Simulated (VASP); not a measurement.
**Rh: single point with PBEsol**

Crystal: Rh.

```
Rh
1.0
     0.00000    1.92430    1.92430
     1.92430    0.00000    1.92430
     1.92430    1.92430    0.00000
Rh
1
Direct
  0.00000 0.00000 0.00000
```

```
Program                : VASP 6.6.1
Task                   : single point
Functional             : PBEsol
Potentials or basis    : VASP PAW PBE potentials, release 64 (Rh_pv)
Cutoff                 : 520 eV
k mesh                 : 8 × 8 × 8
Occupations            : gaussian, width 0.1 eV
Spin                   : no spin polarisation
Dipole correction      : no
Further INCAR settings : ALGO = Normal; EDIFF = 1e-06; NBANDS = 14
```

| Quantity | Value |
| --- | --- |
| Pressure | -13.1 GPa |

Levels at points of the mesh, in eV from the Fermi level:
| k point | band 4 | band 5 | band 6 | band 7 | band 8 | band 9 | band 10 | band 11 |
| --- | --- | --- | --- | --- | --- | --- | --- | --- |
| (0.00, 0.00, 0.00) | -7.82 | -2.95 | -2.95 | -2.95 | -0.94 | -0.94 | 15.91 | 20.50 |
| (0.50, 0.00, 0.00) | -5.90 | -3.01 | -3.01 | 0.53 | 0.53 | 0.66 | 8.21 | 15.41 |
| (0.50, 0.50, 0.00) | -6.03 | -5.68 | 0.52 | 0.92 | 0.92 | 3.10 | 11.76 | 12.99 |

Run time: 7.3 s on 1 thread of Intel Xeon 8259CL (shared host), peak memory 0.12 GiB.

Caveat: the PAW data sets were made with another functional, which shifts forces and pressure a little.
